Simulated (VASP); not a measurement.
# Sb (R-3m) in VASP: notebook, part 2 of 2

VASP 6.6.1. Earlier steps stand in the parts before.

## Step 4: Single point, PBE-based global hybrid with 35 % exact exchange

POSCAR

```
Sb
1.0
    2.1542000000      1.2437279499      3.7580000000
   -2.1542000000      1.2437279499      3.7580000000
    0.0000000000     -2.4874558998      3.7580000000
Sb
2
Direct
    0.7665100000      0.7665100000      0.7665100000
    0.2334900000      0.2334900000      0.2334900000
```

INCAR.step1

```
SYSTEM = Sb
ALGO     = Normal         ! electronic algorithm
EDIFF    = 1E-5           ! SCF threshold, eV
ENCUT    = 400            ! plane-wave cutoff, eV
GGA      = PE             ! functional
GGA_COMPAT= .FALSE.      
ISIF     = 2              ! what is computed and relaxed
ISMEAR   = -1             ! smearing method
LASPH    = .TRUE.         ! aspherical terms in the spheres
LREAL    = .FALSE.        ! projectors in reciprocal space
LWAVE    = .TRUE.         ! write WAVECAR
NBANDS   = 12             ! bands
NELM     = 120            ! most SCF steps
PREC     = Accurate       ! precision mode
SIGMA    = 0.05           ! smearing width, eV
```

INCAR.step2

```
SYSTEM = Sb
AEXX     = 0.35           ! exact-exchange fraction
ALGO     = Normal         ! electronic algorithm
EDIFF    = 1E-6           ! SCF threshold, eV
ENCUT    = 400            ! plane-wave cutoff, eV
GGA      = PE             ! functional
GGA_COMPAT= .FALSE.      
ISIF     = 2              ! what is computed and relaxed
ISMEAR   = -1             ! smearing method
ISTART   = 1            
LASPH    = .TRUE.         ! aspherical terms in the spheres
LCHARG   = .TRUE.         ! write CHGCAR
LELF     = .TRUE.         ! ELF
LHFCALC  = .TRUE.         ! exact exchange
LREAL    = .FALSE.        ! projectors in reciprocal space
LVHAR    = .TRUE.       
LWAVE    = .FALSE.        ! write WAVECAR
NBANDS   = 12             ! bands
NELM     = 120            ! most SCF steps
PREC     = Accurate       ! precision mode
PRECFOCK = Normal       
SIGMA    = 0.05           ! smearing width, eV
```

KPOINTS

```
k-points
0
G
  4 4 4
  0 0 0
```

Potentials or basis: VASP PAW PBE potentials, release 64 (Sb).

Run with:

```bash
$ cat potpaw_PBE.64/Sb/POTCAR > POTCAR
$ cp INCAR.step1 INCAR
$ mpirun -np 1 vasp_std > vasp.out
$ cp INCAR.step2 INCAR
$ mpirun -np 1 vasp_std > vasp.out
```

OUTCAR:

```text
SYSTEM = Sb
   AEXX = 0.35
   EDIFF = 1E-6
   ENCUT = 400
   GGA = PE
   ISIF = 2
   ISMEAR = -1
   ISTART = 1
   LASPH = .TRUE.
   LHFCALC = .TRUE.
   LREAL = .FALSE.
   NELM = 120
   PREC = Accurate
   PRECFOCK = Normal

 ion  position               nearest neighbor table
   1  0.767  0.767  0.767-   2 2.91   2 2.91   2 2.91   2 3.35   2 3.35   2 3.35
   2  0.233  0.233  0.233-   1 2.91   1 2.91   1 2.91   1 3.35   1 3.35   1 3.35

  LATTYP: Found a trigonal (rhomboedric) cell.
 ALAT       =     4.5066618304
 COS(alpha) =     0.5430253624

  Lattice vectors:

 A1 = (   2.1542000000,   1.2437279499,   3.7580000000)
 A2 = (  -2.1542000000,   1.2437279499,   3.7580000000)
 A3 = (   0.0000000000,  -2.4874558998,   3.7580000000)

Analysis of symmetry for initial positions (statically):
=====================================================================
 Subroutine PRICEL returns:
 Original cell was already a primitive cell.

 Routine SETGRP: Setting up the symmetry group for a
 trigonal (rhombohedral) supercell.

 Subroutine GETGRP returns: Found 12 space group operations
 (whereof 12 operations were pure point group operations)
 out of a pool of 12 trial point group operations.

The static configuration has the point symmetry D_3d.

Analysis of symmetry for dynamics (positions and initial velocities):
=====================================================================
 Subroutine PRICEL returns:
 Original cell was already a primitive cell.

 Routine SETGRP: Setting up the symmetry group for a
 trigonal (rhombohedral) supercell.

 Subroutine GETGRP returns: Found 12 space group operations
 (whereof 12 operations were pure point group operations)
 out of a pool of 12 trial point group operations.

The dynamic configuration has the point symmetry D_3d.

 Subroutine INISYM returns: Found 12 space group operations
 (whereof 12 operations are pure point group operations),
 and found     1 'primitive' translations

----------------------------------------------------------------------------------------

                                     Primitive cell

  volume of cell :      60.4115

  direct lattice vectors                    reciprocal lattice vectors
     2.154200000  1.243727950  3.758000000     0.232104726  0.134005726  0.088699663
    -2.154200000  1.243727950  3.758000000    -0.232104726  0.134005726  0.088699663
     0.000000000 -2.487455900  3.758000000     0.000000000 -0.268011452  0.088699663

  length of vectors
     4.506661830  4.506661830  4.506661830     0.282307932  0.282307932  0.282307932

  position of ions in fractional coordinates (direct lattice)
     0.766510000  0.766510000  0.766510000
     0.233490000  0.233490000  0.233490000

  ion indices of the primitive-cell ions
   primitive index   ion index
                 1           1
                 2           2

----------------------------------------------------------------------------------------

 KPOINTS: k-points

Automatic generation of k-mesh.
 Grid dimensions read from file:
 generate k-points for:    4    4    4
[... 37 lines left out ...]
   dimension x,y,z NGX =    30 NGY =   30 NGZ =   30
   dimension x,y,z NGXF=    60 NGYF=   60 NGZF=   60
   ions per type =               2
   NGX,Y,Z   is equivalent  to a cutoff of  11.07, 11.07, 11.07 a.u.
   NGXF,Y,Z  is equivalent  to a cutoff of  22.13, 22.13, 22.13 a.u.
 SYSTEM =  Sb
   PREC   = accura    normal or accurate (medium, high low for compatibility)
   ISTART =      1    job   : 0-new  1-cont  2-samecut
   ICHARG =      0    charge: 1-file 2-atom 10-const
   ISPIN  =      1    spin polarized calculation?
   LNONCOLLINEAR =      F non collinear calculations
   LSORBIT =      F    spin-orbit coupling
   LASPH  =      T    aspherical Exc in radial PAW
   ENCUT  =  400.0 eV  29.40 Ry    5.42 a.u.   7.35  7.35  7.35*2*pi/ulx,y,z
   NELM   =    120;   NELMIN=  2; NELMDL=  0     # of ELM steps
   EDIFF  = 0.1E-05   stopping-criterion for ELM
   LREAL  =      F    real-space projection
   EDIFFG = 0.1E-04   stopping-criterion for IOM
   NSW    =      0    number of steps for IOM
   IBRION =     -1    ionic relax: 0-MD 1-quasi-New 2-CG
   NFREE  =      0    steps in history (QN), initial steepest desc. (CG)
   ISIF   =      2    stress and relaxation
   ISYM   =      3    0-nonsym 1-usesym 2-fastsym
   POTIM  = 0.5000    time-step for ionic-motion
   TEBEG  =    0.0;   TEEND  =   0.0 temperature during run
   PSTRESS=    0.0 pullay stress
   NELECT =      10.0000    total number of electrons
   NUPDOWN=      -1.0000    fix difference up-down
   EMIN   =  10.00;   EMAX   =-10.00  energy-range for DOS
   EFERMI =   0.00;   METHOD = LEGACY
   ISMEAR =    -1;   SIGMA  =   0.05  broadening in eV -4-tet -1-fermi 0-gaus
   EFERMI_NEDOS =   21; number of points for ismear=-14 and -15
   IALGO  =     38    algorithm
   IMIX   =      1    mixing-type and parameters
     AMIX     =   0.40;   BMIX     =  1.00
     AMIX_MAG =   1.60;   BMIX_MAG =  1.00
  volume/ion in A,a.u.               =      30.21       203.84
  Fermi-wavevector in a.u.,A,eV,Ry     =   0.898880  1.698637 10.993305  0.807985
  Thomas-Fermi vector in A             =   2.021644
   LORBIT       =      0    0 simple, 1 ext, 2 COOP (PROOUT), +10 PAW based schemes
   GGA     = PE    functional components
   LHFCALC =     T    Hartree Fock is set to
   PRECFOCK=normal    Normal, Fast or Accurate (Low or Medium for compatibility)
   ENCUT4O =  -1.0   cutoff for four orbital integrals eV
   NKREDX  =     1    reduce k-point grid by
   NKREDY  =     1    reduce k-point grid by
   NKREDZ  =     1    reduce k-point grid by
   AEXX    =    0.3500 exact exchange contribution
   HFSCREEN=    0.0000 screening length (either q_TF or 0.3 A-1)
   HFSCREENC=   0.0000 screening length for correlation (either q_TF or 0.3 A-1)
   ENCUTFOCK=  -1.0 apply spherical cutoff to Coloumb kernel
   IVDW    =     0    specifies the selected vdW correction
   LEPSILON=     F    determine dielectric tensor
   LRPA    =     F    only Hartree local field effects (RPA)
 non-spin polarized calculation
  energy-cutoff  :      400.00
  volume of cell :       60.41
 maximum number of plane-waves:      1113
 NGX is ok and might be reduce to    30
  NGX = 24; NGY = 24; NGZ = 24

 number of electron      10.0000002 magnetization

 Free energy of the ion-electron system (eV)
  ---------------------------------------------------
  ext. energy  EPLUGINS =         0.00000000
  ---------------------------------------------------
  free energy    TOTEN  =       -12.88187476 eV

  energy without entropy =      -12.88187431  energy(sigma->0) =      -12.88187454

 E-fermi :   6.9524     XC(G=0):  -6.7714

 val. band max:        6.3811157640   @ k =   0.5000   0.5000   0.5000
 cond. band min:       7.5784270776   @ k =   0.5000  -0.0000   0.0000
 fundamental gap:      1.1973113137
 Fermi energy:         6.9523635656

 k-point     1 :       0.0000    0.0000    0.0000
  band No.  band energies     occupation
      1      -8.2682      2.00000
      2       1.2290      2.00000
      3       3.9083      2.00000
      4       4.2308      2.00000
      5       4.2308      2.00000
      6      10.1140      0.00000
      7      10.8996      0.00000
      8      10.8996      0.00000
      9      13.3425      0.00000
     10      13.3425      0.00000
     11      13.5444      0.00000
     12      15.0041      0.00000
[... 166 lines left out ...]
 k-point    13 :       0.5000    0.5000    0.5000
  band No.  band energies     occupation
      1      -6.4888      2.00000
      2      -3.9868      2.00000
      3       4.7986      2.00000
      4       4.7986      2.00000
      5       6.3811      1.99998
      6       7.8159      0.00000
      7       7.8159      0.00000
      8       8.7505      0.00000
      9      15.5355      0.00000
     10      17.1757      0.00000
     11      17.1757      0.00000
     12      17.7803      0.00000

------------------------ aborting loop because EDIFF is reached ----------------------------------------

  FORCE on cell =-STRESS in cart. coord.  units (eV):
  Direction    XX          YY          ZZ          XY          YZ          ZX
  --------------------------------------------------------------------------------------
  -------------------------------------------------------------------------------------
  Total       -0.7423087     -0.7423087     -0.7806897      0.0000000     -0.0000000      0.0000000
  in kB      -19.6868243    -19.6868243    -20.7047303      0.0000000     -0.0000000      0.0000000
  external PRESSURE =     -20.0261263 kB  Pullay stress =       0.0000000 kB

 VOLUME and BASIS-vectors are now :
 -----------------------------------------------------------------------------
  energy-cutoff  :      400.00
  volume of cell :       60.41
      direct lattice vectors                 reciprocal lattice vectors
     2.154200000  1.243727950  3.758000000     0.232104726  0.134005726  0.088699663
    -2.154200000  1.243727950  3.758000000    -0.232104726  0.134005726  0.088699663
     0.000000000 -2.487455900  3.758000000     0.000000000 -0.268011452  0.088699663

 POSITION                                       TOTAL-FORCE (eV/Angst)
 -----------------------------------------------------------------------------------
      0.00000      0.00000      8.64163         0.000000      0.000000      0.696161
      0.00000      0.00000      2.63237         0.000000      0.000000     -0.696161
 -----------------------------------------------------------------------------------
    total drift:                                0.000000     -0.000000      0.000000

  FREE ENERGIE OF THE ION-ELECTRON SYSTEM (eV)
  ---------------------------------------------------
  free  energy   TOTEN  =       -12.8818747598 eV

  energy  without entropy=      -12.8818743121  energy(sigma->0) =      -12.88187454
```

Wall time 13 min (1 thread of Intel Xeon 8259CL, shared host); peak memory 0.18 GiB.

What came out:

```
Free energy            : -12.8819 eV
Pressure               : -2.0 GPa
Largest force          : 0.696 eV/Å
Band gap on the k mesh : 1.20 eV (least direct gap 1.43 eV)
```

Forces on the atoms (eV/Å):
```
Sb   0.000  0.000  0.696
Sb   0.000  0.000 -0.696
```

Levels at points of the mesh, in eV from the valence-band top:
| k point | band 2 | band 3 | band 4 | band 5 | band 6 | band 7 | band 8 | band 9 |
| --- | --- | --- | --- | --- | --- | --- | --- | --- |
| (0.00, 0.00, 0.00) | -5.15 | -2.47 | -2.15 | -2.15 | 3.73 | 4.52 | 4.52 | 6.96 |
| (0.50, 0.00, 0.00) | -11.10 | -2.32 | -2.15 | -0.29 | 1.20 | 1.63 | 1.89 | 9.75 |
| (0.50, 0.50, 0.00) | -9.12 | -6.37 | -4.45 | -4.32 | 3.07 | 7.11 | 7.70 | 9.37 |
| (0.50, 0.50, 0.50) | -10.37 | -1.58 | -1.58 | 0.00 | 1.43 | 1.43 | 2.37 | 9.15 |

Caveat: the k points lie up to 0.44 Å⁻¹ apart; the PAW data sets were made with another functional, which shifts forces and pressure a little; spin-orbit coupling is left out, which moves the levels of the heavy elements.

## Step 5: The runs side by side

| level | share of exact exchange | gap on the mesh (eV) | pressure (GPa) | largest force (eV/Å) |
| --- | --- | --- | --- | --- |
| PBE-based global hybrid with 10 % exact exchange | 0.1 | - | 1.6 | 0.17 |
| PBE-based global hybrid with 15 % exact exchange | 0.15 | 0.64 | 1.0 | 0.26 |
| PBE-based global hybrid with 35 % exact exchange | 0.35 | 1.20 | -2.0 | 0.70 |

Alike in all rows: task single point; potentials or basis VASP PAW PBE potentials, release 64 (Sb); no spin polarisation; cell as given; k mesh 4 × 4 × 4; cutoff (eV) 400; smearing fermi-dirac 0.05 eV.

Caveats: all runs use coarse meshes; the PAW data sets were made with another functional, which shifts forces and pressure a little; spin-orbit coupling is left out, which moves the levels of the heavy elements.

Absolute energies hang on the potentials; compare differences alone.
